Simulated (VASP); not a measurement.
Runs of VASP 6.6.1 on Ag. The structure is that of space group Fm-3m (No. 225), or close to it. The cells are those of the table. 

| task | level | cell | cutoff (eV) | gap on the mesh (eV) | pressure (GPa) |
| --- | --- | --- | --- | --- | --- |
| electric field gradients | PBEsol | a = 2.889 Å, angles 60.0°, 1 atom | 400 | none | -3.3 |
| single point | r2SCAN | a = 2.889 Å, angles 60.0°, 1 atom | 550 | none | 1.5 |
| electric field gradients | PBE | a = 2.918, b = 2.918, c = 2.947 Å, angles 59.7, 59.7, 60.7°, 1 atom | 520 | none | 0.3 |
| single point | PBEsol | a = 2.889 Å, angles 60.0°, 1 atom | 500 | none | -2.9 |
| single point | PBE | a = 2.904, b = 2.904, c = 2.889 Å, angles 60.2, 60.2, 59.7°, 1 atom | 520 | none | 3.3 |
| single point | PBE | a = 2.918, b = 2.918, c = 2.947 Å, angles 59.7, 59.7, 60.7°, 1 atom | 520 | none | 0.3 |
| single point | PBE | a = 2.933, b = 2.933, c = 2.889 Å, angles 60.5, 60.5, 59.0°, 1 atom | 520 | none | (c) |
| electric field gradients | PBE | a = 2.846, b = 2.846, c = 2.803 Å, angles 60.5, 60.5, 59.0°, 1 atom | 400 | none | (b) |
| electric field gradients | PBE | a = 2.918, b = 2.918, c = 2.889 Å, angles 60.3, 60.3, 59.3°, 1 atom | 400 | none | 1.9 |
| electric field gradients | PBE | a = 2.875, b = 2.875, c = 2.889 Å, angles 59.8, 59.8, 60.3°, 1 atom | 400 | none | 5.3 |
| single point | PBE | a = 2.846, b = 2.846, c = 2.889 Å, angles 59.5, 59.5, 61.0°, 1 atom | 520 | none | (a) |

Alike in all rows: potentials or basis VASP PAW PBE potentials, release 64 (Ag); no spin polarisation; k mesh 15 × 15 × 15; smearing fermi-dirac 0.05 eV.

Problem. Fill in the values left out.

Solution. (a) 8.3; (b) 12.5; (c) 1.3.

Caveats: the cell stands under pressure (at least some runs); the PAW data sets were made with another functional, which shifts forces and pressure a little (at least some runs); the cell stands under tension (at least some runs).

A k mesh can miss the band edges, and the runs leave out spin-orbit coupling on Ag.

A gap of «none» marks levels without a gap at the run's occupations.
